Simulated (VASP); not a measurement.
S: single point with PBE

S:

```
CELL_PARAMETERS angstrom
-3.95478 3.95478 3.95478
3.95478 -3.95478 3.95478
3.95478 3.95478 -3.95478
ATOMIC_POSITIONS crystal
S 0.62500 0.25000 0.87500
S 0.87500 0.62500 0.25000
S 0.75000 0.62500 0.87500
S 0.25000 0.87500 0.62500
S 0.87500 0.75000 0.62500
S 0.62500 0.87500 0.75000
```

The cell was built from a structure type or drawn by symmetry, and may not be a known phase.

```
Program             : VASP 6.6.1
Task                : single point
Functional          : PBE
Potentials or basis : VASP PAW PBE potentials, release 64 (S)
Cutoff              : 520 eV
k mesh              : 4 × 4 × 4
Occupations         : gaussian, width 0.1 eV
Spin                : no spin polarisation
```

```
Pressure               : 0.1 GPa
Band gap on the k mesh : zero (bands 18 and 19 overlap by 0.89 eV)
```

Levels at points of the mesh, in eV from the Fermi level:
```tsv
k point	band 14	band 15	band 16	band 17	band 18	band 19	band 20	band 21	band 22	band 23
(0.00, 0.00, 0.00)	-2.23	-1.06	-1.06	-1.06	-0.95	-0.42	-0.42	-0.42	2.94	3.20
(0.50, 0.00, 0.00)	-2.32	-2.28	-1.69	-1.18	-0.80	0.45	0.79	1.11	1.79	2.85
(0.50, 0.50, 0.50)	-2.98	-2.85	-2.85	0.47	0.47	0.47	1.03	1.03	1.03	3.17
```

Run time: 100 s on 1 thread of Intel Xeon 8259CL, with other jobs on the host, peak memory 0.38 GiB.
